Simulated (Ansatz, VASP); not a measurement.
Zn: VASP beside Ansatz

```
CELL_PARAMETERS angstrom
2.66334 0.00000 0.00000
0.00000 2.66334 0.00000
0.00000 0.00000 2.66334
ATOMIC_POSITIONS crystal
Zn 0.00000 0.00000 0.00000
```

Alike in both runs: task single point; functional PBE; k mesh 20 × 20 × 20; occupations fermi-dirac, width 0.1 eV; no spin polarisation.

|  | VASP | Ansatz |
| --- | --- | --- |
| version | VASP 6.6.1 | Ansatz 0.2.0 |
| potentials or method | VASP PAW PBE potentials, release 64 (Zn), cutoff 520 eV | plane waves (420 eV) with PAW, scalar-relativistic |
| valence electrons in the cell | 12 | 12 |

```tsv
	VASP	Ansatz	Ansatz less VASP
pressure (GPa)	-1.5	-1.6	-0.19
```

The functional is the same, so the differences come from potentials, cutoffs and numerics.
